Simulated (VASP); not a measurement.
Input of a VASP 6.6.1 run:

The input POSCAR:

```
Al3BP4
1.0
    3.7015257158      0.0000000000      0.0000000000
    0.0000000000      3.7241193764      5.3027528975
    0.0000000000     -3.7241193764      5.3027528975
B Al P
1 3 4
Direct
    0.0000000000     -0.0024639437     -0.0024639437
    0.5000000000     -0.0004654112      0.5015317901
    0.5000000000      0.5015317901     -0.0004654112
    0.0000000000      0.4975312401      0.4975312401
    0.5000000000      0.1071421695      0.1071421695
    0.0000000000      0.1121258851      0.6606848371
    0.0000000000      0.6606848371      0.1121258851
    0.5000000000      0.6239134330      0.6239134330
```

INCAR.step1

```
SYSTEM = Al3BP4
PREC = Accurate
ENCUT = 520
ISMEAR = 0
SIGMA = 0.01
LREAL = .FALSE.
LASPH = .TRUE.
NELM = 100
NBANDS = 26
GGA = PE
ALGO = Normal
EDIFF = 1E-4
LWAVE = .TRUE.
LCHARG = .FALSE.
```

File INCAR.step2:

```
SYSTEM = Al3BP4
PREC = Accurate
ENCUT = 520
EDIFF = 1E-6
ISMEAR = 0
SIGMA = 0.01
LREAL = .FALSE.
LASPH = .TRUE.
NELM = 100
ALGO = Normal
ISIF = 2
LWAVE = .FALSE.
LCHARG = .FALSE.
METAGGA = R2SCAN
LMIXTAU = .TRUE.
NBANDS = 26
ISTART = 1
```

File KPOINTS:

```
regular mesh
0
G
  8 4 4
  0 0 0
```

Potentials or basis: VASP PAW PBE potentials, release 64 (B, Al, P).

Launch:

```console
$ cat potpaw_PBE.64/B/POTCAR potpaw_PBE.64/Al/POTCAR potpaw_PBE.64/P/POTCAR > POTCAR
$ cp INCAR.step1 INCAR
$ mpirun -np 1 vasp_std > vasp.out
$ cp INCAR.step2 INCAR
$ mpirun -np 1 vasp_std > vasp.out
```

What does it give for the pressure?

-0.4 GPa.

Predict the band gap on the k mesh.

1.29 eV.

Estimate the largest force.

0.026 eV/Å.

Forces in eV/Å, atoms in the order of the input:
```
B    0.000  0.000 -0.011
Al   0.000 -0.010 -0.005
Al   0.000  0.010 -0.005
Al   0.000  0.000  0.012
P    0.000  0.000  0.026
P    0.000  0.013 -0.007
P    0.000 -0.013 -0.007
P    0.000  0.000 -0.002
```

Caveat: the PAW data sets were made with another functional, which shifts forces and pressure a little. A k mesh can miss the band edges.
